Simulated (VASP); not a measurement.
# Pt (Fm-3m) in VASP: further runs

The runs below take Pt through single point, relaxation of volume and atoms at fixed shape, with PBEsol.

Everything below comes from runs of VASP 6.6.1. Logs are shortened: lines on timing, memory, paths and dates and some standing lists are left out, and cuts for length are marked.

### Step 1. The cell of the first run

Symmetry: Fm-3m, No. 225, cubic system. The conventional cell has a = 3.919 Å, b = 3.919 Å, c = 3.919 Å, α = 90.00°, β = 90.00°, γ = 90.00°. Within 3.7 Å of Pt (site symmetry m-3m) lie 12 Pt at 2.77 Å.

### Step 2. Single point, PBEsol

INCAR

```
SYSTEM = Pt
PREC     = Accurate       ! precision mode
ENCUT    = 520            ! plane-wave cutoff, eV
EDIFF    = 1E-6           ! SCF threshold, eV
ISMEAR   = -1             ! smearing method
SIGMA    = 0.1            ! smearing width, eV
LREAL    = .False.        ! projectors in reciprocal space
LASPH    = .True.         ! aspherical terms in the spheres
NELM     = 100            ! most SCF steps
ALGO     = Normal         ! electronic algorithm
ISIF     = 2              ! what is computed and relaxed
LWAVE    = .False.        ! write WAVECAR
LCHARG   = .True.         ! write CHGCAR
GGA      = PS             ! functional
LELF     = .True.         ! ELF
LVHAR    = .True.       
NBANDS   = 11             ! bands
```

KPOINTS

```
Automatic mesh
0
Gamma
  11 11 11
  0 0 0
```

POSCAR

```
Pt
1.0
    2.7708102365      0.0000000000      0.0000000000
    1.3854051183      2.3995920539      0.0000000000
    1.3854051183      0.7998640180      2.2623570845
Pt
1
Direct
    0.0000000000      0.0000000000      0.0000000000
```

Potentials or basis: VASP PAW PBE potentials, release 64 (Pt).

On the command line:

```console
> cat potpaw_PBE.64/Pt/POTCAR > POTCAR
> mpirun -np 1 vasp_std > vasp.out
```

OUTCAR:

```text
SYSTEM = Pt
   PREC = Accurate
   ENCUT = 520
   EDIFF = 1E-6
   ISMEAR = -1
   LREAL = .False.
   LASPH = .True.
   NELM = 100
   ISIF = 2
   GGA = PS

 ion  position               nearest neighbor table
   1  0.000  0.000  0.000-

  LATTYP: Found a face centered cubic cell.
 ALAT       =     3.9185174153

  Lattice vectors:

 A1 = (   2.7708102365,   0.0000000000,   0.0000000000)
 A2 = (   1.3854051183,   2.3995920539,   0.0000000000)
 A3 = (   1.3854051183,   0.7998640180,   2.2623570845)

Analysis of symmetry for initial positions (statically):
=====================================================================
 Subroutine PRICEL returns:
 Original cell was already a primitive cell.

 Routine SETGRP: Setting up the symmetry group for a
 face centered cubic supercell.

 Subroutine GETGRP returns: Found 48 space group operations
 (whereof 48 operations were pure point group operations)
 out of a pool of 48 trial point group operations.

The static configuration has the point symmetry O_h .

Analysis of symmetry for dynamics (positions and initial velocities):
=====================================================================
 Subroutine PRICEL returns:
 Original cell was already a primitive cell.

 Routine SETGRP: Setting up the symmetry group for a
 face centered cubic supercell.

 Subroutine GETGRP returns: Found 48 space group operations
 (whereof 48 operations were pure point group operations)
 out of a pool of 48 trial point group operations.

The dynamic configuration has the point symmetry O_h .

 Subroutine INISYM returns: Found 48 space group operations
 (whereof 48 operations are pure point group operations),
 and found     1 'primitive' translations

----------------------------------------------------------------------------------------

                                     Primitive cell

  volume of cell :      15.0420

  direct lattice vectors                    reciprocal lattice vectors
     2.770810237  0.000000000  0.000000000     0.360905264 -0.208368751 -0.147338957
     1.385405118  2.399592054  0.000000000     0.000000000  0.416737503 -0.147338957
     1.385405118  0.799864018  2.262357085     0.000000000  0.000000000  0.442016871

  length of vectors
     2.770810237  2.770810237  2.770810237     0.442016871  0.442016871  0.442016871

  position of ions in fractional coordinates (direct lattice)
     0.000000000  0.000000000  0.000000000

  ion indices of the primitive-cell ions
   primitive index   ion index
                 1           1

[... 72 lines left out ...]
   LREAL  =      F    real-space projection
   EDIFFG = 0.1E-04   stopping-criterion for IOM
   NSW    =      0    number of steps for IOM
   IBRION =     -1    ionic relax: 0-MD 1-quasi-New 2-CG
   NFREE  =      0    steps in history (QN), initial steepest desc. (CG)
   ISIF   =      2    stress and relaxation
   ISYM   =      2    0-nonsym 1-usesym 2-fastsym
   POTIM  = 0.5000    time-step for ionic-motion
   TEBEG  =    0.0;   TEEND  =   0.0 temperature during run
   PSTRESS=    0.0 pullay stress
   NELECT =      10.0000    total number of electrons
   NUPDOWN=      -1.0000    fix difference up-down
   EMIN   =  10.00;   EMAX   =-10.00  energy-range for DOS
   EFERMI =   0.00;   METHOD = LEGACY
   ISMEAR =    -1;   SIGMA  =   0.10  broadening in eV -4-tet -1-fermi 0-gaus
   EFERMI_NEDOS =   21; number of points for ismear=-14 and -15
   IALGO  =     38    algorithm
   IMIX   =      4    mixing-type and parameters
     AMIX     =   0.40;   BMIX     =  1.00
     AMIX_MAG =   1.60;   BMIX_MAG =  1.00
  volume/ion in A,a.u.               =      15.04       101.51
  Fermi-wavevector in a.u.,A,eV,Ry     =   1.428805  2.700050 27.776083  2.041485
  Thomas-Fermi vector in A             =   2.548827
   LORBIT       =      0    0 simple, 1 ext, 2 COOP (PROOUT), +10 PAW based schemes
   GGA     = PS    functional components
   LHFCALC =     F    Hartree Fock is set to
   AEXX    =    0.0000 exact exchange contribution
   IVDW    =     0    specifies the selected vdW correction
   LEPSILON=     F    determine dielectric tensor
   LRPA    =     F    only Hartree local field effects (RPA)
 non-spin polarized calculation
  energy-cutoff  :      520.00
  volume of cell :       15.04
 maximum number of plane-waves:       416
 NGX is ok and might be reduce to    24
   NGX = 11   NGY = 11   NGZ = 11

 number of electron      10.0000000 magnetization

 Free energy of the ion-electron system (eV)
  ---------------------------------------------------
  ext. energy  EPLUGINS =         0.00000000
  ---------------------------------------------------
  free energy    TOTEN  =        -7.00210156 eV

  energy without entropy =       -6.94733926  energy(sigma->0) =       -6.97472041

 E-fermi :  11.1220     XC(G=0): -13.6446

 val. band max:       11.1210798466   @ k =   0.4545   0.4545   0.0000
 cond. band min:      11.1731115781   @ k =   0.4545   0.0909   0.0000
 fundamental gap:      0.0520317314
 Fermi energy:        11.1219715418

 k-point     1 :       0.0000    0.0000    0.0000
  band No.  band energies     occupation
      1       0.8213      2.00000
      2       7.3194      2.00000
      3       7.3194      2.00000
      4       7.3194      2.00000
      5       9.5071      2.00000
      6       9.5071      2.00000
      7      25.7640      0.00000
      8      30.7365      0.00000
      9      30.7365      0.00000
     10      30.7365      0.00000
     11      36.0461      0.00000
[... 309 lines left out ...]
 k-point    24 :      -0.1818    0.1818   -0.0000
  band No.  band energies     occupation
      1       3.7712      2.00000
      2       6.3959      2.00000
      3       7.5173      2.00000
      4       8.5058      2.00000
      5       8.5776      2.00000
      6      11.0577      1.31078
      7      24.5898      0.00000
      8      27.1860      0.00000
      9      30.1405      0.00000
     10      31.2819      0.00000
     11      35.7999      0.00000

 [... further k-points ...]
[... 5 lines left out ...]
  --------------------------------------------------------------------------------------
  -------------------------------------------------------------------------------------
  Total       -0.0398881     -0.0398881     -0.0398881     -0.0000000     -0.0000000     -0.0000000
  in kB       -4.2486315     -4.2486315     -4.2486315     -0.0000000     -0.0000000     -0.0000000
  external PRESSURE =      -4.2486315 kB  Pullay stress =       0.0000000 kB

 VOLUME and BASIS-vectors are now :
 -----------------------------------------------------------------------------
  energy-cutoff  :      520.00
  volume of cell :       15.04
      direct lattice vectors                 reciprocal lattice vectors
     2.770810237  0.000000000  0.000000000     0.360905264 -0.208368751 -0.147338957
     1.385405118  2.399592054  0.000000000     0.000000000  0.416737503 -0.147338957
     1.385405118  0.799864018  2.262357085     0.000000000  0.000000000  0.442016871

 POSITION                                       TOTAL-FORCE (eV/Angst)
 -----------------------------------------------------------------------------------
      0.00000      0.00000      0.00000         0.000000      0.000000      0.000000
 -----------------------------------------------------------------------------------
    total drift:                               -0.000000      0.000000      0.000000

  FREE ENERGIE OF THE ION-ELECTRON SYSTEM (eV)
  ---------------------------------------------------
  free  energy   TOTEN  =        -7.0021015642 eV

  energy  without entropy=       -6.9473392572  energy(sigma->0) =       -6.97472041
```

OSZICAR:

```text
N       E                     dE             d eps       ncg     rms          rms(c)
DAV:   1     0.393191774509E+02    0.39319E+02   -0.53933E+03  1264   0.845E+02
DAV:   2    -0.677876060017E+01   -0.46098E+02   -0.43974E+02  1423   0.178E+02
DAV:   3    -0.745410696891E+01   -0.67535E+00   -0.67298E+00  1423   0.202E+01
DAV:   4    -0.745670289823E+01   -0.25959E-02   -0.25957E-02  1409   0.152E+00
DAV:   5    -0.745672307789E+01   -0.20180E-04   -0.20181E-04  1445   0.123E-01    0.134E+01
DAV:   6    -0.705317710051E+01    0.40355E+00   -0.91687E-01  1343   0.759E+00    0.685E+00
DAV:   7    -0.700644006219E+01    0.46737E-01   -0.16610E-01  1418   0.314E+00    0.253E+00
DAV:   8    -0.700236547306E+01    0.40746E-02   -0.60470E-03  1316   0.713E-01    0.663E-01
DAV:   9    -0.700209749913E+01    0.26797E-03   -0.13867E-04  1364   0.111E-01    0.355E-02
DAV:  10    -0.700210141958E+01   -0.39204E-05   -0.30942E-06  1499   0.125E-02    0.510E-03
DAV:  11    -0.700210156423E+01   -0.14465E-06   -0.49483E-08   760   0.206E-03
   1 F= -.70021016E+01 E0= -.69747204E+01  d E =-.547623E-01
```

stdout:

```text
POSCAR found type information on POSCAR Pt
 POSCAR found :  1 types and       1 ions
 scaLAPACK will be used
 -----------------------------------------------------------------------------
|                                                                             |
|                                                                             |
|     You enforced a specific xc type in the INCAR file but a different       |
|     I HOPE YOU KNOW WHAT YOU ARE DOING!                                     |
|                                                                             |
 -----------------------------------------------------------------------------

 LDA part: xc-table for (Slater+PW92), standard interpolation
 POSCAR, INCAR and KPOINTS ok, starting setup
 FFT: planning ... GRIDC
 FFT: planning ... GRID_SOFT
 FFT: planning ... GRID
 WAVECAR not read
 entering main loop
```

It took 17 s on 1 thread of Intel Xeon 6975P-C, shared host; peak memory 0.14 GiB.

Results:

```yaml
Free_energy: -7.0021 eV
Pressure: -0.4 GPa
Band_gap_on_the_k_mesh: zero (band 5 reaches 11.54 eV, above the bottom of band 6 at 9.42 eV)
```

Levels at points of the mesh, in eV from the Fermi level:
| k point | band 1 | band 2 | band 3 | band 4 | band 5 | band 6 | band 7 | band 8 | band 9 | band 10 |
| --- | --- | --- | --- | --- | --- | --- | --- | --- | --- | --- |
| (0.00, 0.00, 0.00) | -10.30 | -3.80 | -3.80 | -3.80 | -1.61 | -1.61 | 14.64 | 19.61 | 19.61 | 19.61 |

Caveat: the PAW data sets were made with another functional, which shifts forces and pressure a little; spin-orbit coupling is left out, which moves the levels of the heavy elements.

(Continued in part 2 of 2.)
